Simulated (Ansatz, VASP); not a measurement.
# Two plane-wave programs on RhC3

File INCAR:

```
SYSTEM = RhC3
PREC     = Accurate       ! precision mode
ENCUT    = 520            ! plane-wave cutoff, eV
EDIFF    = 1E-6           ! SCF threshold, eV
ISMEAR   = 0              ! smearing method
SIGMA    = 0.1            ! smearing width, eV
LREAL    = .FALSE.        ! projectors in reciprocal space
LASPH    = .TRUE.         ! aspherical terms in the spheres
NELM     = 100            ! most SCF steps
ALGO     = Normal         ! electronic algorithm
ISIF     = 2              ! what is computed and relaxed
LWAVE    = .FALSE.        ! write WAVECAR
LCHARG   = .FALSE.        ! write CHGCAR
GGA      = PE             ! functional
NBANDS   = 22             ! bands
```

Contents of KPOINTS:

```
Automatic mesh
0
G
  8 8 8
  0 0 0
```

Contents of POSCAR:

```
RhC3
1.0
   -1.5866881393      1.5866881393      3.5442903890
    1.5866881393     -1.5866881393      3.5442903890
    1.5866881393      1.5866881393     -3.5442903890
Rh C
1 3
Direct
    0.0000000000      0.0000000000      0.0000000000
    0.5000000000      0.5000000000      0.0000000000
    0.2500000000      0.7500000000      0.5000000000
    0.7500000000      0.2500000000      0.5000000000
```

Input for Ansatz:

```yaml
crystal:
  lattice:
    - [-1.5866881393, 1.5866881393, 3.544290389]
    - [1.5866881393, -1.5866881393, 3.544290389]
    - [1.5866881393, 1.5866881393, -3.544290389]
  atoms:
    - { symbol: Rh, position: [0.0, 0.0, 0.0] }
    - { symbol: C, position: [0.5, 0.5, 0.0] }
    - { symbol: C, position: [0.25, 0.75, 0.5] }
    - { symbol: C, position: [0.75, 0.25, 0.5] }
basis:
  ecutwfc: 420
kpoints:
  mp_grid: { grid: [8, 8, 8] }
hamiltonian:
  xc: pbe
scf:
  occupations: { method: gaussian, width: 0.1 }
  lower_state_search: "off"
output:
  forces: true
  stress: true
  eigenvalues: true
```

Alike in both runs: task single point; functional PBE; k mesh 8 × 8 × 8; occupations gaussian, width 0.1 eV; no spin polarisation.

|  | VASP | Ansatz |
| --- | --- | --- |
| version | VASP 6.6.1 | Ansatz 0.2.0 |
| potentials or method | VASP PAW PBE potentials, release 64 (Rh_pv, C), cutoff 520 eV | scalar-relativistic, plane waves, PAW |
| valence electrons in the cell | 27 | 29 |

```tsv
	VASP	Ansatz	Ansatz less VASP
gap on the k mesh at the Fermi level (eV)	none	none	-
pressure (GPa)	-2.7	-2.8	-0.04
traceless stress, the component that is largest in VASP (GPa)	-0.13	-0.13	+0.004
```

A gap of «none» marks a metal or a gap that the smearing closes. VASP's potentials hold 27 valence electrons a cell and Ansatz's 29, so a difference there can come from the potentials and not from the codes.
